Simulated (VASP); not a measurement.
# Mg3ZnS4 (P-4m2) in VASP: notebook

The runs below take Mg3ZnS4 through single point, relaxation of cell and atoms, with PBE.

All numbers are computed with VASP 6.6.1; they aren't measurements. Logs are shortened: lines on timing, memory, paths and dates and some standing lists are left out, and cuts for length are marked.

## 1. The cell of the first run

Symmetry: P-4m2, No. 115, tetragonal system. Conventional cell: a = 3.979 Å, b = 3.979 Å, c = 11.298 Å, α = 90.00°, β = 90.00°, γ = 90.00°. Mg (site symmetry -4m2) has 4 S at 2.46 Å within 3.2 Å. Within 3.2 Å of Mg (site symmetry 2mm) lie 4 S at 2.46 Å. Within 3.1 Å of Zn (site symmetry -4m2) lie 4 S at 2.38 Å. Within 3.1 Å of S (site symmetry 2mm) lie 2 Zn at 2.38 Å and 2 Mg at 2.46 Å. S (site symmetry 2mm) has 4 Mg at 2.46 Å within 3.2 Å.

## 2. Single point, PBE

File INCAR:

```
SYSTEM = Mg3ZnS4
ALGO = Normal ; EDIFF = 1E-6
ENCUT = 520 ; GGA = PE
ISIF = 2 ; ISMEAR = 0
LASPH = .True. ; LCHARG = .False.
LREAL = .False. ; LWAVE = .False.
NBANDS = 31 ; NELM = 100
PREC = Accurate ; SIGMA = 0.01
```

File KPOINTS:

```
k-points
0
Gamma
  6 6 2
  0 0 0
```

File POSCAR:

```
Mg3ZnS4
1.0
    3.9787265745      0.0000000000      0.0000000000
    0.0000000000      3.9787265745      0.0000000000
    0.0000000000      0.0000000000     11.2975520850
Mg Zn S
3 1 4
Direct
    0.0000000000      0.0000000000      0.0000000000
    0.5000000000      0.5000000000      0.2562702394
    0.5000000000      0.5000000000      0.7437297606
    0.0000000000      0.0000000000      0.5000000000
    0.5000000000      0.0000000000      0.6160996397
    0.0000000000      0.5000000000      0.8718198742
    0.5000000000      0.0000000000      0.1281801258
    0.0000000000      0.5000000000      0.3839003603
```

Potentials or basis: VASP PAW PBE potentials, release 64 (Mg, Zn, S).

The run is started by

```bash
cat potpaw_PBE.64/Mg/POTCAR potpaw_PBE.64/Zn/POTCAR potpaw_PBE.64/S/POTCAR > POTCAR
mpirun -np 1 vasp_std > vasp.out
```

OUTCAR:

```text
SYSTEM = Mg3ZnS4
   EDIFF = 1E-6
   ENCUT = 520
   GGA = PE
   ISIF = 2
   ISMEAR = 0
   LASPH = .True.
   LREAL = .False.
   NELM = 100
   PREC = Accurate

 ion  position               nearest neighbor table
   1  0.000  0.000  0.000-   6 2.46   7 2.46   6 2.46   7 2.46
   2  0.500  0.500  0.256-   8 2.46   8 2.46   7 2.46   7 2.46
   3  0.500  0.500  0.744-   5 2.46   5 2.46   6 2.46   6 2.46
   4  0.000  0.000  0.500-   5 2.38   8 2.38   8 2.38   5 2.38
   5  0.500  0.000  0.616-   4 2.38   4 2.38   3 2.46   3 2.46
   6  0.000  0.500  0.872-   3 2.46   3 2.46   1 2.46   1 2.46
   7  0.500  0.000  0.128-   2 2.46   2 2.46   1 2.46   1 2.46
   8  0.000  0.500  0.384-   4 2.38   4 2.38   2 2.46   2 2.46

  LATTYP: Found a simple tetragonal cell.
 ALAT       =     3.9787265745
 C/A-ratio  =     2.8394894380

  Lattice vectors:

 A1 = (   3.9787265745,   0.0000000000,   0.0000000000)
 A2 = (   0.0000000000,   3.9787265745,   0.0000000000)
 A3 = (   0.0000000000,   0.0000000000,  11.2975520850)

Analysis of symmetry for initial positions (statically):
=====================================================================
 Subroutine PRICEL returns:
 Original cell was already a primitive cell.

 Routine SETGRP: Setting up the symmetry group for a
 simple tetragonal supercell.

 Subroutine GETGRP returns: Found  8 space group operations
 (whereof  8 operations were pure point group operations)
 out of a pool of 16 trial point group operations.

The static configuration has the point symmetry D_2d.

Analysis of symmetry for dynamics (positions and initial velocities):
=====================================================================
 Subroutine PRICEL returns:
 Original cell was already a primitive cell.

 Routine SETGRP: Setting up the symmetry group for a
 simple tetragonal supercell.

 Subroutine GETGRP returns: Found  8 space group operations
 (whereof  8 operations were pure point group operations)
 out of a pool of 16 trial point group operations.

The dynamic configuration has the point symmetry D_2d.

 Subroutine INISYM returns: Found  8 space group operations
 (whereof  8 operations are pure point group operations),
 and found     1 'primitive' translations

----------------------------------------------------------------------------------------

                                     Primitive cell

  volume of cell :     178.8432

  direct lattice vectors                    reciprocal lattice vectors
     3.978726575  0.000000000  0.000000000     0.251336698  0.000000000  0.000000000
     0.000000000  3.978726575  0.000000000     0.000000000  0.251336698  0.000000000
     0.000000000  0.000000000 11.297552085     0.000000000  0.000000000  0.088514750

  length of vectors
     3.978726575  3.978726575 11.297552085     0.251336698  0.251336698  0.088514750

  position of ions in fractional coordinates (direct lattice)
     0.000000000  0.000000000  0.000000000
     0.500000000  0.500000000  0.256270239
     0.500000000  0.500000000  0.743729761
     0.000000000  0.000000000  0.500000000
     0.500000000  0.000000000  0.616099640
     0.000000000  0.500000000  0.871819874
     0.500000000  0.000000000  0.128180126
     0.000000000  0.500000000  0.383900360

  ion indices of the primitive-cell ions
   primitive index   ion index
                 1           1
                 2           2
                 3           3
                 4           4
                 5           5
                 6           6
                 7           7
                 8           8

----------------------------------------------------------------------------------------

 KPOINTS: k-points

Automatic generation of k-mesh.
 Grid dimensions read from file:
 generate k-points for:    6    6    2

 Generating k-lattice:

  Cartesian coordinates                     Fractional coordinates (reciprocal lattice)
     0.041889450  0.000000000  0.000000000     0.166666667  0.000000000  0.000000000
     0.000000000  0.041889450  0.000000000     0.000000000  0.166666667  0.000000000
     0.000000000  0.000000000  0.044257375     0.000000000  0.000000000  0.500000000

  Length of vectors
     0.041889450  0.041889450  0.044257375

  Shift w.r.t. Gamma in fractional coordinates (k-lattice)
     0.000000000  0.000000000  0.000000000

 Subroutine IBZKPT returns following result:
 ===========================================

 Found     20 irreducible k-points:

 Following reciprocal coordinates:
            Coordinates               Weight
  0.000000  0.000000  0.000000      1.000000
  0.166667  0.000000  0.000000      4.000000
  0.333333  0.000000  0.000000      4.000000
  0.500000  0.000000  0.000000      2.000000
  0.166667  0.166667  0.000000      4.000000
  0.333333  0.166667  0.000000      8.000000
[... 12 lines left out ...]
  0.500000  0.333333  0.500000      4.000000
  0.500000  0.500000  0.500000      1.000000
   k-points           NKPTS =     20   k-points in BZ     NKDIM =     20   number of bands    NBANDS=     31
   number of dos      NEDOS =    301   number of ions     NIONS =      8
   total plane-waves  NPLWV =  75600
   dimension x,y,z NGX =    30 NGY =   30 NGZ =   84
   dimension x,y,z NGXF=    60 NGYF=   60 NGZF=  168
   ions per type =               3   1   4
   NGX,Y,Z   is equivalent  to a cutoff of  12.54, 12.54, 12.36 a.u.
   NGXF,Y,Z  is equivalent  to a cutoff of  25.07, 25.07, 24.72 a.u.
 SYSTEM =  Mg3ZnS4
   PREC   = accura    normal or accurate (medium, high low for compatibility)
   ISTART =      0    job   : 0-new  1-cont  2-samecut
   ICHARG =      2    charge: 1-file 2-atom 10-const
   ISPIN  =      1    spin polarized calculation?
   LNONCOLLINEAR =      F non collinear calculations
   LSORBIT =      F    spin-orbit coupling
   LASPH  =      T    aspherical Exc in radial PAW
   ENCUT  =  520.0 eV  38.22 Ry    6.18 a.u.   7.40  7.40 21.01*2*pi/ulx,y,z
   NELM   =    100;   NELMIN=  2; NELMDL= -5     # of ELM steps
   EDIFF  = 0.1E-05   stopping-criterion for ELM
   LREAL  =      F    real-space projection
   EDIFFG = 0.1E-04   stopping-criterion for IOM
   NSW    =      0    number of steps for IOM
   IBRION =     -1    ionic relax: 0-MD 1-quasi-New 2-CG
   NFREE  =      0    steps in history (QN), initial steepest desc. (CG)
   ISIF   =      2    stress and relaxation
   ISYM   =      2    0-nonsym 1-usesym 2-fastsym
   POTIM  = 0.5000    time-step for ionic-motion
   TEBEG  =    0.0;   TEEND  =   0.0 temperature during run
   PSTRESS=    0.0 pullay stress
   NELECT =      42.0000    total number of electrons
   NUPDOWN=      -1.0000    fix difference up-down
   EMIN   =  10.00;   EMAX   =-10.00  energy-range for DOS
   EFERMI =   0.00;   METHOD = LEGACY
   ISMEAR =     0;   SIGMA  =   0.01  broadening in eV -4-tet -1-fermi 0-gaus
   EFERMI_NEDOS =   21; number of points for ismear=-14 and -15
   IALGO  =     38    algorithm
   IMIX   =      4    mixing-type and parameters
     AMIX     =   0.40;   BMIX     =  1.00
     AMIX_MAG =   1.60;   BMIX_MAG =  1.00
  volume/ion in A,a.u.               =      22.36       150.86
  Fermi-wavevector in a.u.,A,eV,Ry     =   1.010029  1.908678 13.880094  1.020158
  Thomas-Fermi vector in A             =   2.142993
   LORBIT       =      0    0 simple, 1 ext, 2 COOP (PROOUT), +10 PAW based schemes
   GGA     = PE    functional components
   LHFCALC =     F    Hartree Fock is set to
   AEXX    =    0.0000 exact exchange contribution
   IVDW    =     0    specifies the selected vdW correction
   LEPSILON=     F    determine dielectric tensor
   LRPA    =     F    only Hartree local field effects (RPA)
 non-spin polarized calculation
 Gauss-broadening in eV      SIGMA  =   0.01
  energy-cutoff  :      520.00
  volume of cell :      178.84
 maximum number of plane-waves:      4850
 NGX is ok and might be reduce to    30
   NGX = 15   NGY = 15   NGZ = 43

 number of electron      42.0000042 magnetization

 Free energy of the ion-electron system (eV)
  ---------------------------------------------------
  ext. energy  EPLUGINS =         0.00000000
  ---------------------------------------------------
  free energy    TOTEN  =       -32.21527861 eV

  energy without entropy =      -32.21527861  energy(sigma->0) =      -32.21527861

 E-fermi :   1.3453     XC(G=0):  -8.5968

 val. band max:        1.2445027190   @ k =   0.0000   0.0000   0.0000
 cond. band min:       4.1183454678   @ k =   0.0000   0.0000   0.0000
 fundamental gap:      2.8738427488
 Fermi energy:         1.3452708658

 k-point     1 :       0.0000    0.0000    0.0000
  band No.  band energies     occupation
      1     -10.5337      2.00000
      2     -10.0032      2.00000
      3      -9.9758      2.00000
      4      -9.5010      2.00000
      5      -4.2430      2.00000
      6      -4.2430      2.00000
[... 23 lines left out ...]
     30       8.7158      0.00000
     31       8.7479      0.00000

 k-point     2 :       0.1667    0.0000    0.0000
  band No.  band energies     occupation
      1     -10.4266      2.00000
      2      -9.9307      2.00000
      3      -9.9217      2.00000
      4      -9.4966      2.00000
      5      -4.2432      2.00000
      6      -4.2383      2.00000
[... 23 lines left out ...]
     30       8.6920      0.00000
     31       8.8636      0.00000

 k-point     3 :       0.3333    0.0000    0.0000
  band No.  band energies     occupation
      1     -10.1585      2.00000
      2      -9.8290      2.00000
      3      -9.7634      2.00000
      4      -9.5249      2.00000
      5      -4.2286      2.00000
      6      -4.2034      2.00000
[... 23 lines left out ...]
     30       8.7229      0.00000
     31       8.8617      0.00000

 k-point     4 :       0.5000    0.0000    0.0000
  band No.  band energies     occupation
      1      -9.9189      2.00000
      2      -9.8568      2.00000
      3      -9.6189      2.00000
      4      -9.6185      2.00000
      5      -4.2237      2.00000
      6      -4.1612      2.00000
[... 23 lines left out ...]
     30       8.5379      0.00000
     31       8.8481      0.00000

 k-point     5 :       0.1667    0.1667    0.0000
  band No.  band energies     occupation
      1     -10.3245      2.00000
      2      -9.8700      2.00000
      3      -9.8593      2.00000
      4      -9.4843      2.00000
      5      -4.2371      2.00000
      6      -4.2290      2.00000
[... 23 lines left out ...]
     30       8.4714      0.00000
     31       8.6073      0.00000
[... 406 lines left out ...]
     30       9.1188      0.00000
     31       9.2107      0.00000

 k-point    18 :       0.3333    0.3333    0.5000
  band No.  band energies     occupation
      1      -9.8655      2.00000
      2      -9.7016      2.00000
      3      -9.5415      2.00000
      4      -9.4354      2.00000
      5      -4.1697      2.00000
      6      -4.1306      2.00000
[... 23 lines left out ...]
     30       8.9612      0.00000
     31       9.0383      0.00000

 k-point    19 :       0.5000    0.3333    0.5000
  band No.  band energies     occupation
      1      -9.7083      2.00000
      2      -9.6913      2.00000
      3      -9.4416      2.00000
      4      -9.4414      2.00000
      5      -4.1489      2.00000
      6      -4.1018      2.00000
[... 23 lines left out ...]
     30       9.6761      0.00000
     31       9.9516      0.00000

 k-point    20 :       0.5000    0.5000    0.5000
  band No.  band energies     occupation
      1      -9.6325      2.00000
      2      -9.6325      2.00000
      3      -9.3780      2.00000
      4      -9.3780      2.00000
      5      -4.1351      2.00000
      6      -4.1091      2.00000
[... 23 lines left out ...]
     30      10.5145      0.00000
     31      10.9943      0.00000

------------------------ aborting loop because EDIFF is reached ----------------------------------------

  FORCE on cell =-STRESS in cart. coord.  units (eV):
  Direction    XX          YY          ZZ          XY          YZ          ZX
  --------------------------------------------------------------------------------------
  -------------------------------------------------------------------------------------
  Total       -0.0958443     -0.0958443     -0.1050434      0.0000000      0.0000000      0.0000000
  in kB       -0.8586266     -0.8586266     -0.9410369      0.0000000      0.0000000      0.0000000
  external PRESSURE =      -0.8860967 kB  Pullay stress =       0.0000000 kB

 VOLUME and BASIS-vectors are now :
 -----------------------------------------------------------------------------
  energy-cutoff  :      520.00
  volume of cell :      178.84
      direct lattice vectors                 reciprocal lattice vectors
     3.978726575  0.000000000  0.000000000     0.251336698  0.000000000  0.000000000
     0.000000000  3.978726575  0.000000000     0.000000000  0.251336698  0.000000000
     0.000000000  0.000000000 11.297552085     0.000000000  0.000000000  0.088514750

 POSITION                                       TOTAL-FORCE (eV/Angst)
 -----------------------------------------------------------------------------------
      0.00000      0.00000      0.00000         0.000000      0.000000      0.000000
      1.98936      1.98936      2.89523         0.000000      0.000000     -0.001560
      1.98936      1.98936      8.40233         0.000000     -0.000000      0.001560
      0.00000      0.00000      5.64878         0.000000      0.000000      0.000000
      1.98936      0.00000      6.96042         0.000000      0.000000      0.023951
      0.00000      1.98936      9.84943         0.000000     -0.000000      0.000402
      1.98936      0.00000      1.44812         0.000000      0.000000     -0.000402
      0.00000      1.98936      4.33713         0.000000      0.000000     -0.023951
 -----------------------------------------------------------------------------------
    total drift:                                0.000000     -0.000000      0.000000

  FREE ENERGIE OF THE ION-ELECTRON SYSTEM (eV)
  ---------------------------------------------------
  free  energy   TOTEN  =       -32.2152786122 eV

  energy  without entropy=      -32.2152786122  energy(sigma->0) =      -32.21527861
```

Run time: 2.8 min. Hardware: 1 thread of Intel Xeon 8259CL, shared host; peak memory 0.31 GiB.

Results:

```
Free energy            : -32.2153 eV
Pressure               : -0.1 GPa
Largest force          : 0.024 eV/Å
Band gap on the k mesh : 2.87 eV, direct
```

Forces on the atoms (eV/Å):
```
Mg   0.000  0.000  0.000
Mg   0.000  0.000 -0.002
Mg   0.000  0.000  0.002
Zn   0.000  0.000  0.000
S    0.000  0.000  0.024
S    0.000  0.000  0.000
S    0.000  0.000  0.000
S    0.000  0.000 -0.024
```

A hybrid or GW would open this gap; PBE tends to underestimate it.

## 3. Relaxation of cell and atoms, PBE

File INCAR:

```
SYSTEM = Mg3ZnS4
PREC = Accurate
ENCUT = 600
EDIFF = 1E-6
ISMEAR = 0
SIGMA = 0.01
LREAL = .False.
LASPH = .True.
NELM = 100
ALGO = Normal
ISIF = 3
LWAVE = .False.
LCHARG = .False.
GGA = PE
IBRION = 2
NSW = 80
EDIFFG = -0.001
```

File KPOINTS:

```
Automatic mesh
0
Gamma
  6 6 2
  0 0 0
```

File POSCAR:

```
Mg3ZnS4
1.0
    3.9809589139      0.0000000000      0.0000000000
    0.0000000000      3.9809589139      0.0000000000
    0.0000000000      0.0000000000     11.2898820641
Mg Zn S
3 1 4
Direct
    0.0000000000      0.0000000000      0.0000000000
    0.5000000000      0.5000000000      0.2562537354
    0.5000000000      0.5000000000      0.7437462646
    0.0000000000      0.0000000000      0.5000000000
    0.5000000000      0.0000000000      0.6161448593
    0.0000000000      0.5000000000      0.8718289720
    0.5000000000      0.0000000000      0.1281710280
    0.0000000000      0.5000000000      0.3838551407
```

Potentials or basis: VASP PAW PBE potentials, release 64 (Mg, Zn, S).

The run is started by

```bash
cat potpaw_PBE.64/Mg/POTCAR potpaw_PBE.64/Zn/POTCAR potpaw_PBE.64/S/POTCAR > POTCAR
mpirun -np 1 vasp_std > vasp.out
```

Run time: 11 min. Hardware: 1 thread of Intel Xeon 8259CL, shared host; peak memory 0.38 GiB.

It converged, with:

| Item | Value |
| --- | --- |
| Free energy | -32.2166 eV |
| Relaxed volume | 22.33 Å³/atom |
| Relaxed cell | a = 3.978 Å, b = 3.978 Å, c = 11.290 Å, α = 90.00°, β = 90.00°, γ = 90.00° |
| Space group after relaxing (to 0.05 Å) | P-4m2 (No. 115) |
| Energy gained by relaxing | 0.0 meV/atom |
| Ionic steps | 16 |
| Pressure after relaxing | 0.0 GPa |
| Band gap on the k mesh | 2.88 eV, direct |

Step by step:
```csv
step,energy change (eV),largest force (eV/Å),pressure (GPa),volume (Å³)
1,0.0000,0.0198,-0.09,178.92
2,-0.0001,0.0109,0.00,178.60
3,-0.0001,0.0099,0.02,178.57
4,-0.0001,0.0106,0.02,178.59
5,-0.0001,0.0060,0.00,178.60
6,-0.0002,0.0072,-0.01,178.63
7,-0.0002,0.0066,0.00,178.62
8,-0.0002,0.0038,-0.01,178.64
9,-0.0002,0.0037,-0.01,178.66
10,-0.0002,0.0033,0.00,178.62
11,-0.0002,0.0032,0.00,178.62
12,-0.0002,0.0031,0.00,178.63
13,-0.0002,0.0032,0.00,178.63
14,-0.0002,0.0032,0.00,178.63
15,-0.0002,0.0013,0.00,178.62
16,-0.0002,0.0003,0.00,178.62
```

Final structure:
```cif
data_structure
_symmetry_space_group_name_H-M 'P 1'
_symmetry_Int_Tables_number 1
_cell_length_a 3.9775
_cell_length_b 3.9775
_cell_length_c 11.2902
_cell_angle_alpha 90.000
_cell_angle_beta 90.000
_cell_angle_gamma 90.000
_cell_volume 178.62
loop_
_atom_site_label
_atom_site_type_symbol
_atom_site_fract_x
_atom_site_fract_y
_atom_site_fract_z
_atom_site_occupancy
Mg1 Mg 0.00000 0.00000 0.00000 1
Mg2 Mg 0.50000 0.50000 0.25606 1
Mg3 Mg 0.50000 0.50000 0.74394 1
Zn1 Zn 0.00000 0.00000 0.50000 1
S1 S 0.50000 0.00000 0.61641 1
S2 S 0.00000 0.50000 0.87193 1
S3 S 0.50000 0.00000 0.12807 1
S4 S 0.00000 0.50000 0.38359 1
```

Levels at points of the mesh, in eV from the valence-band top:
| k point | band 17 | band 18 | band 19 | band 20 | band 21 | band 22 | band 23 | band 24 | band 25 | band 26 |
| --- | --- | --- | --- | --- | --- | --- | --- | --- | --- | --- |
| (0.00, 0.00, 0.00) | -0.66 | -0.66 | -0.02 | 0.00 | 0.00 | 2.88 | 3.70 | 4.70 | 4.83 | 5.15 |
| (0.50, 0.00, 0.00) | -0.56 | -0.55 | -0.48 | -0.47 | -0.41 | 3.94 | 4.91 | 5.79 | 6.23 | 6.67 |
| (0.50, 0.50, 0.00) | -1.70 | -1.37 | -1.36 | -1.36 | -1.29 | 3.71 | 3.71 | 4.74 | 5.51 | 5.52 |
| (0.00, 0.00, 0.50) | -0.54 | -0.46 | -0.46 | -0.08 | -0.08 | 3.57 | 4.05 | 4.13 | 4.13 | 5.18 |
| (0.50, 0.00, 0.50) | -0.72 | -0.55 | -0.55 | -0.48 | -0.47 | 4.19 | 5.40 | 5.42 | 5.62 | 6.71 |
| (0.50, 0.50, 0.50) | -1.61 | -1.58 | -1.58 | -1.46 | -1.46 | 4.22 | 4.22 | 4.66 | 4.66 | 5.16 |
